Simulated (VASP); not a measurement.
# ScAl (Pm-3m) in VASP: settings compared

Aim: see how the results for ScAl move with the level of theory and the settings. Levels: PBEsol, LDA. Tasks: single point, relaxation of cell and atoms.

Program: VASP 6.6.1. These are calculated values, not measurements. Logs are shortened: lines on timing, memory, paths and dates and some standing lists are left out, and cuts for length are marked.

## (1) The cell of the first run

Symmetry: Pm-3m, No. 221, cubic system. The conventional cell has a = 2.943 Å, b = 2.943 Å, c = 2.943 Å, α = 90.00°, β = 90.00°, γ = 90.00°. Within 3.4 Å of Sc (site symmetry m-3m) lie 8 Al at 2.55 Å and 6 Sc at 2.94 Å. Al (site symmetry m-3m) has 8 Sc at 2.55 Å and 6 Al at 2.94 Å within 3.4 Å.

## (2) Single point, PBEsol

Input file INCAR:

```
SYSTEM = ScAl
ALGO = Normal
EDIFF = 1E-7
ENCUT = 520
GGA = PS
ISIF = 2
ISMEAR = 0
LASPH = .TRUE.
LCHARG = .FALSE.
LREAL = .FALSE.
LWAVE = .FALSE.
NBANDS = 14
NELM = 60
PREC = Accurate
SIGMA = 0.1
```

Input file KPOINTS:

```
k-points
0
G
  1 1 1
  0 0 0
```

Input file POSCAR:

```
ScAl
1.0
    2.9433352593      0.0000000000      0.0000000000
    0.0000000000      2.9433352593      0.0000000000
    0.0000000000      0.0000000000      2.9433352593
Sc Al
1 1
Direct
    0.5000000000      0.5000000000      0.5000000000
    0.0000000000      0.0000000000      0.0000000000
```

Potentials or basis: VASP PAW PBE potentials, release 64 (Sc_sv, Al).

Run with:

```console
$ cat potpaw_PBE.64/Sc_sv/POTCAR potpaw_PBE.64/Al/POTCAR > POTCAR
$ mpirun -np 1 vasp_gam > vasp.out
```

OUTCAR:

```text
SYSTEM = ScAl
   EDIFF = 1E-7
   ENCUT = 520
   GGA = PS
   ISIF = 2
   ISMEAR = 0
   LASPH = .TRUE.
   LREAL = .FALSE.
   NELM = 60
   PREC = Accurate

 ion  position               nearest neighbor table
   1  0.500  0.500  0.500-   2 2.55   2 2.55   2 2.55   2 2.55   2 2.55   2 2.55   2 2.55   2 2.55

   2  0.000  0.000  0.000-   1 2.55   1 2.55   1 2.55   1 2.55   1 2.55   1 2.55   1 2.55   1 2.55

  LATTYP: Found a simple cubic cell.
 ALAT       =     2.9433352593

  Lattice vectors:

 A1 = (   2.9433352593,   0.0000000000,   0.0000000000)
 A2 = (   0.0000000000,   2.9433352593,   0.0000000000)
 A3 = (   0.0000000000,   0.0000000000,   2.9433352593)

Analysis of symmetry for initial positions (statically):
=====================================================================
 Subroutine PRICEL returns:
 Original cell was already a primitive cell.

 Routine SETGRP: Setting up the symmetry group for a
 simple cubic supercell.

 Subroutine GETGRP returns: Found 48 space group operations
 (whereof 48 operations were pure point group operations)
 out of a pool of 48 trial point group operations.

The static configuration has the point symmetry O_h .

Analysis of symmetry for dynamics (positions and initial velocities):
=====================================================================
 Subroutine PRICEL returns:
 Original cell was already a primitive cell.

 Routine SETGRP: Setting up the symmetry group for a
 simple cubic supercell.

 Subroutine GETGRP returns: Found 48 space group operations
 (whereof 48 operations were pure point group operations)
 out of a pool of 48 trial point group operations.

The dynamic configuration has the point symmetry O_h .

 Subroutine INISYM returns: Found 48 space group operations
 (whereof 48 operations are pure point group operations),
 and found     1 'primitive' translations

----------------------------------------------------------------------------------------

                                     Primitive cell

  volume of cell :      25.4988

  direct lattice vectors                    reciprocal lattice vectors
     2.943335259  0.000000000  0.000000000     0.339750627  0.000000000  0.000000000
     0.000000000  2.943335259  0.000000000     0.000000000  0.339750627  0.000000000
     0.000000000  0.000000000  2.943335259     0.000000000  0.000000000  0.339750627

  length of vectors
     2.943335259  2.943335259  2.943335259     0.339750627  0.339750627  0.339750627

  position of ions in fractional coordinates (direct lattice)
[... 8 lines left out ...]
----------------------------------------------------------------------------------------

 KPOINTS: k-points

Automatic generation of k-mesh.
 Grid dimensions read from file:
 generate k-points for:    1    1    1

 Generating k-lattice:

  Cartesian coordinates                     Fractional coordinates (reciprocal lattice)
     0.339750627  0.000000000  0.000000000     1.000000000  0.000000000  0.000000000
     0.000000000  0.339750627  0.000000000     0.000000000  1.000000000  0.000000000
     0.000000000  0.000000000  0.339750627     0.000000000  0.000000000  1.000000000

  Length of vectors
     0.339750627  0.339750627  0.339750627

  Shift w.r.t. Gamma in fractional coordinates (k-lattice)
     0.000000000  0.000000000  0.000000000

 Subroutine IBZKPT returns following result:
 ===========================================

 Found      1 irreducible k-points:

 Following reciprocal coordinates:
            Coordinates               Weight
  0.000000  0.000000  0.000000      1.000000
   k-points           NKPTS =      1   k-points in BZ     NKDIM =      1   number of bands    NBANDS=     14
   number of dos      NEDOS =    301   number of ions     NIONS =      2
   total plane-waves  NPLWV =  13824
   dimension x,y,z NGX =    24 NGY =   24 NGZ =   24
   dimension x,y,z NGXF=    48 NGYF=   48 NGZF=   48
   ions per type =               1   1
   NGX,Y,Z   is equivalent  to a cutoff of  13.56, 13.56, 13.56 a.u.
   NGXF,Y,Z  is equivalent  to a cutoff of  27.11, 27.11, 27.11 a.u.
 SYSTEM =  ScAl
   PREC   = accura    normal or accurate (medium, high low for compatibility)
   ISTART =      0    job   : 0-new  1-cont  2-samecut
   ICHARG =      2    charge: 1-file 2-atom 10-const
   ISPIN  =      1    spin polarized calculation?
   LNONCOLLINEAR =      F non collinear calculations
   LSORBIT =      F    spin-orbit coupling
   LASPH  =      T    aspherical Exc in radial PAW
   ENCUT  =  520.0 eV  38.22 Ry    6.18 a.u.   5.47  5.47  5.47*2*pi/ulx,y,z
   NELM   =     60;   NELMIN=  2; NELMDL= -5     # of ELM steps
   EDIFF  = 0.1E-06   stopping-criterion for ELM
   LREAL  =      F    real-space projection
   EDIFFG = 0.1E-05   stopping-criterion for IOM
   NSW    =      0    number of steps for IOM
   IBRION =     -1    ionic relax: 0-MD 1-quasi-New 2-CG
   NFREE  =      0    steps in history (QN), initial steepest desc. (CG)
   ISIF   =      2    stress and relaxation
   ISYM   =      2    0-nonsym 1-usesym 2-fastsym
   POTIM  = 0.5000    time-step for ionic-motion
   TEBEG  =    0.0;   TEEND  =   0.0 temperature during run
   PSTRESS=    0.0 pullay stress
   NELECT =      14.0000    total number of electrons
   NUPDOWN=      -1.0000    fix difference up-down
   EMIN   =  10.00;   EMAX   =-10.00  energy-range for DOS
   EFERMI =   0.00;   METHOD = LEGACY
   ISMEAR =     0;   SIGMA  =   0.10  broadening in eV -4-tet -1-fermi 0-gaus
   EFERMI_NEDOS =   21; number of points for ismear=-14 and -15
   IALGO  =     38    algorithm
   IMIX   =      4    mixing-type and parameters
     AMIX     =   0.40;   BMIX     =  1.00
     AMIX_MAG =   1.60;   BMIX_MAG =  1.00
  volume/ion in A,a.u.               =      12.75        86.04
  Fermi-wavevector in a.u.,A,eV,Ry     =   1.340534  2.533242 24.450090  1.797031
  Thomas-Fermi vector in A             =   2.468839
   LORBIT       =      0    0 simple, 1 ext, 2 COOP (PROOUT), +10 PAW based schemes
   GGA     = PS    functional components
   LHFCALC =     F    Hartree Fock is set to
   AEXX    =    0.0000 exact exchange contribution
   IVDW    =     0    specifies the selected vdW correction
   LEPSILON=     F    determine dielectric tensor
   LRPA    =     F    only Hartree local field effects (RPA)
 non-spin polarized calculation
 Gauss-broadening in eV      SIGMA  =   0.10
  energy-cutoff  :      520.00
  volume of cell :       25.50
 maximum number of plane-waves:       346
 NGX is ok and might be reduce to    24
   NGX = 11   NGY = 11   NGZ = 11

 number of electron      13.9999993 magnetization

 Free energy of the ion-electron system (eV)
  ---------------------------------------------------
  ext. energy  EPLUGINS =         0.00000000
  ---------------------------------------------------
  free energy    TOTEN  =       -11.85100218 eV

  energy without entropy =      -11.85100218  energy(sigma->0) =      -11.85100218

 E-fermi :   9.4870     XC(G=0): -12.0754

 val. band max:        8.8405060886   @ k =   0.0000   0.0000   0.0000
 cond. band min:      15.1272482858   @ k =   0.0000   0.0000   0.0000
 fundamental gap:      6.2867421972
 Fermi energy:         9.4869826287

 k-point     1 :       0.0000    0.0000    0.0000
  band No.  band energies     occupation
      1     -36.3325      2.00000
      2     -15.0089      2.00000
      3     -15.0089      2.00000
      4     -15.0089      2.00000
      5      -0.6356      2.00000
      6       8.8405      2.00000
      7       8.8405      2.00000
      8      15.1272      0.00000
      9      15.1272      0.00000
     10      15.1273      0.00000
     11      15.2418      0.00000
     12      15.2418      0.00000
     13      15.2418      0.00000
     14      21.1409      0.00000

------------------------ aborting loop because EDIFF is reached ----------------------------------------

  FORCE on cell =-STRESS in cart. coord.  units (eV):
  Direction    XX          YY          ZZ          XY          YZ          ZX
  --------------------------------------------------------------------------------------
  -------------------------------------------------------------------------------------
  Total       -0.0575653     -0.0575653     -0.0575653      0.0000000      0.0000000     -0.0000000
  in kB       -3.6170294     -3.6170294     -3.6170294      0.0000000      0.0000000     -0.0000000
  external PRESSURE =      -3.6170294 kB  Pullay stress =       0.0000000 kB

 VOLUME and BASIS-vectors are now :
 -----------------------------------------------------------------------------
  energy-cutoff  :      520.00
  volume of cell :       25.50
      direct lattice vectors                 reciprocal lattice vectors
     2.943335259  0.000000000  0.000000000     0.339750627  0.000000000  0.000000000
     0.000000000  2.943335259  0.000000000     0.000000000  0.339750627  0.000000000
     0.000000000  0.000000000  2.943335259     0.000000000  0.000000000  0.339750627

 POSITION                                       TOTAL-FORCE (eV/Angst)
 -----------------------------------------------------------------------------------
      1.47167      1.47167      1.47167         0.000000      0.000000      0.000000
      0.00000      0.00000      0.00000         0.000000      0.000000      0.000000
 -----------------------------------------------------------------------------------
    total drift:                                0.000000     -0.000000     -0.000000

  FREE ENERGIE OF THE ION-ELECTRON SYSTEM (eV)
  ---------------------------------------------------
  free  energy   TOTEN  =       -11.8510021755 eV

  energy  without entropy=      -11.8510021755  energy(sigma->0) =      -11.85100218
```

Run time: 2.7 s. Hardware: 1 thread of Intel Xeon Platinum 8259CL at 2.50GHz (Skylake/Cascade Lake), shared host; peak memory 0.13 GiB.

Results:

* Free energy: -11.8510 eV
* Pressure: -0.4 GPa
* Band gap on the k mesh: 6.29 eV

Caveat: the k points lie up to 2.13 Å⁻¹ apart; the PAW data sets were made with another functional, which shifts forces and pressure a little. A k mesh can miss the band edges.

## (3) Relaxation of cell and atoms, PBEsol

This run uses another cell than the first one, of 19.14 Å³/atom, 1.501 times its volume.

Input file INCAR:

```
ALGO     = Normal         # electronic algorithm
EDIFF    = 1E-7           # SCF threshold, eV
EDIFFG   = -0.01          # ionic threshold
ENCUT    = 600            # plane-wave cutoff, eV
GGA      = PS             # functional
IBRION   = 2              # ionic algorithm
ISIF     = 3              # what is computed and relaxed
ISMEAR   = 0              # smearing method
LASPH    = True           # aspherical terms in the spheres
LCHARG   = False          # write CHGCAR
LREAL    = False          # projectors in reciprocal space
LWAVE    = False          # write WAVECAR
NELM     = 100            # most SCF steps
NSW      = 80             # ionic steps
PREC     = Accurate       # precision mode
SIGMA    = 0.1            # smearing width, eV
```

Input file KPOINTS:

```
k-points
0
Gamma
  1 1 1
```

Input file POSCAR:

```
ScAl
1.0
    3.3703489700      0.0000000000      0.0000000000
    0.0000000000      3.3703489700      0.0000000000
    0.0000000000      0.0000000000      3.3703489700
Sc Al
1 1
Direct
    0.5000000000      0.5000000000      0.5000000000
    0.0000000000      0.0000000000      0.0000000000
```

Potentials or basis: VASP PAW PBE potentials, release 64 (Sc_sv, Al).

Run with:

```console
$ cat potpaw_PBE.64/Sc_sv/POTCAR potpaw_PBE.64/Al/POTCAR > POTCAR
$ mpirun -np 1 vasp_gam > vasp.out
```

OUTCAR:

```text
EDIFF = 1E-7
   EDIFFG = -0.01
   ENCUT = 600
   GGA = PS
   IBRION = 2
   ISIF = 3
   ISMEAR = 0
   LASPH = True
   LREAL = False
   NELM = 100
   NSW = 80
   PREC = Accurate

 ion  position               nearest neighbor table
   1  0.500  0.500  0.500-   2 2.92   2 2.92   2 2.92   2 2.92   2 2.92   2 2.92   2 2.92   2 2.92

   2  0.000  0.000  0.000-   1 2.92   1 2.92   1 2.92   1 2.92   1 2.92   1 2.92   1 2.92   1 2.92

  LATTYP: Found a simple cubic cell.
 ALAT       =     3.3703489700

  Lattice vectors:

 A1 = (   3.3703489700,   0.0000000000,   0.0000000000)
 A2 = (   0.0000000000,   3.3703489700,   0.0000000000)
 A3 = (   0.0000000000,   0.0000000000,   3.3703489700)

Analysis of symmetry for initial positions (statically):
=====================================================================
 Subroutine PRICEL returns:
 Original cell was already a primitive cell.

 Routine SETGRP: Setting up the symmetry group for a
 simple cubic supercell.

[... 196 lines left out ...]
      6       9.9998      2.00000
      7       9.9998      2.00000
      8      17.4632      0.00000
      9      17.4632      0.00000
     10      17.4632      0.00000
     11      18.5475      0.00000
[... 141 lines left out ...]
--------------------------------------- Ionic step        6  -------------------------------------------

 number of electron      13.9999998 magnetization

 Free energy of the ion-electron system (eV)
  ---------------------------------------------------
  ext. energy  EPLUGINS =         0.00000000
  ---------------------------------------------------
  free energy    TOTEN  =       -11.85247788 eV

  energy without entropy =      -11.85247788  energy(sigma->0) =      -11.85247788

 E-fermi :   9.3576     XC(G=0): -12.0844

 val. band max:        8.8531364407   @ k =   0.0000   0.0000   0.0000
 cond. band min:      15.1618889865   @ k =   0.0000   0.0000   0.0000
 fundamental gap:      6.3087525457
 Fermi energy:         9.3575839191

 k-point     1 :       0.0000    0.0000    0.0000
  band No.  band energies     occupation
      1     -36.3124      2.00000
      2     -14.9876      2.00000
      3     -14.9876      2.00000
      4     -14.9876      2.00000
      5      -0.6204      2.00000
      6       8.8531      2.00000
      7       8.8531      2.00000
      8      15.1619      0.00000
      9      15.1619      0.00000
     10      15.2654      0.00000
     11      15.2654      0.00000
[... 27 lines left out ...]
  FREE ENERGIE OF THE ION-ELECTRON SYSTEM (eV)
  ---------------------------------------------------
  free  energy   TOTEN  =       -11.8524778783 eV

  energy  without entropy=      -11.8524778783  energy(sigma->0) =      -11.85247788

 reached required accuracy - stopping structural energy minimisation
```

CONTCAR:

```text
ScAl
   1.00000000000000
     2.9414509406664453    0.0000000000000000    0.0000000000000000
     0.0000000000000000    2.9414509406664453    0.0000000000000000
    -0.0000000000000000   -0.0000000000000000    2.9414509406664453
  Sc              Al
     1     1
Direct
     0.5000000000000000    0.5000000000000000    0.5000000000000000
     0.0000000000000000    0.0000000000000000    0.0000000000000000

  0.00000000E+00  0.00000000E+00  0.00000000E+00
  0.00000000E+00  0.00000000E+00  0.00000000E+00
```

Run time: 17 s. Hardware: 1 thread of Intel Xeon Platinum 8259CL at 2.50GHz (Skylake/Cascade Lake), shared host; peak memory 0.16 GiB.

What came out:

| Property | Result |
| --- | --- |
| Free energy | -11.8525 eV |
| Relaxed volume | 12.72 Å³/atom |
| Relaxed cell | a = 2.941 Å, b = 2.941 Å, c = 2.941 Å, α = 90.00°, β = 90.00°, γ = 90.00° |
| Space group after relaxing (to 0.05 Å) | Pm-3m (No. 221) |
| Energy gained by relaxing | 867.8 meV/atom |
| Ionic steps | 6 |
| Pressure after relaxing | 0.0 GPa |
| Band gap on the k mesh | 6.31 eV |

The path:
```
step  energy change (eV)  largest force (eV/Å)  pressure (GPa)  volume (Å³)
   1              0.0000                0.0000          -30.49        38.28
   2             -1.2706                0.0000           43.08        21.44
   3             -1.7350                0.0000           -1.10        25.61
   4             -1.7355                0.0000            0.44        25.40
   5             -1.7355                0.0000           -0.44        25.52
   6             -1.7356                0.0000           -0.01        25.45
```

Final structure:
```yaml
crystal:
  lattice:
    - [2.94145, 0.00000, 0.00000]
    - [0.00000, 2.94145, 0.00000]
    - [0.00000, 0.00000, 2.94145]
  atoms:
    - { symbol: Sc, position: [0.50000, 0.50000, 0.50000] }
    - { symbol: Al, position: [0.00000, 0.00000, 0.00000] }
```

Caveat: the k points lie up to 2.14 Å⁻¹ apart in the final cell; the volume moved by over 15 % at a fixed basis, so the end points are rough; the PAW data sets were made with another functional, which shifts forces and pressure a little.

## (4) Single point, LDA

This run uses another cell than the first one, of 18.09 Å³/atom, 1.419 times its volume.

Input file INCAR:

```
SYSTEM = ScAl
PREC = Accurate
ENCUT = 520
EDIFF = 1E-7
ISMEAR = 0
SIGMA = 0.1
LREAL = .FALSE.
LASPH = .TRUE.
NELM = 60
ALGO = Fast
ISIF = 2
LWAVE = .FALSE.
LCHARG = .TRUE.
LELF = .TRUE.
LVHAR = .TRUE.
NBANDS = 14
```

Input file KPOINTS:

```
regular mesh
0
G
  12 12 12
  0 0 0
```

Input file POSCAR:

```
ScAl
1.0
    3.3076960685      0.0000000000      0.0000000000
    0.0000000000      3.3076960685      0.0000000000
    0.0000000000      0.0000000000      3.3076960685
Sc Al
1 1
Direct
    0.5000000000      0.5000000000      0.5000000000
    0.0000000000      0.0000000000      0.0000000000
```

Potentials or basis: VASP PAW LDA potentials, release 64 (Sc_sv, Al).

Run with:

```console
$ cat potpaw_LDA.64/Sc_sv/POTCAR potpaw_LDA.64/Al/POTCAR > POTCAR
$ mpirun -np 1 vasp_std > vasp.out
```

It took 44 s on 1 thread of Intel Xeon Platinum 8259CL at 2.50GHz (Skylake/Cascade Lake), shared host; peak memory 0.17 GiB.

Results (log left out):

```yaml
Free_energy: -11.8914 eV
Pressure: 0.2 GPa
Band_gap_on_the_k_mesh: zero (band 7 reaches 6.57 eV, above the bottom of band 8 at 5.42 eV)
```

Levels at points of the mesh, in eV from the Fermi level:
```tsv
k point	band 4	band 5	band 6	band 7	band 8	band 9	band 10	band 11
(0.00, 0.00, 0.00)	-27.59	-8.60	-0.75	-0.75	2.84	2.84	2.84	4.01
(0.50, 0.00, 0.00)	-27.57	-5.66	-4.61	0.24	0.80	0.80	3.09	4.05
(0.50, 0.50, 0.00)	-27.55	-4.81	-1.76	-1.76	-0.83	1.57	1.57	3.91
(0.50, 0.50, 0.50)	-27.75	-2.66	-2.66	-2.66	-0.24	3.18	3.18	3.18
```

## (5) The runs side by side

```csv
task,level,potentials or basis,cell,k mesh,cutoff (eV),gap on the mesh (eV),pressure (GPa)
single point,PBEsol,"VASP PAW PBE potentials, release 64 (Sc_sv, Al)","a = 2.943 Å, 2 atoms",1 × 1 × 1,520,6.29,-0.4
relaxation of cell and atoms,PBEsol,"VASP PAW PBE potentials, release 64 (Sc_sv, Al)","relaxed from a = 3.370 Å, 2 atoms",1 × 1 × 1,600,6.31,0.0
single point,LDA,"VASP PAW LDA potentials, release 64 (Sc_sv, Al)","a = 3.308 Å, 2 atoms",12 × 12 × 12,520,none,0.2
```

Alike in all rows: no spin polarisation; smearing gaussian 0.1 eV.

Caveats: some runs use coarse meshes; the PAW data sets were made with another functional, which shifts forces and pressure a little (some runs); the volume moved by over 15 % at a fixed basis, so the end points are rough (some runs).

Absolute energies hang on the potentials; compare differences alone.
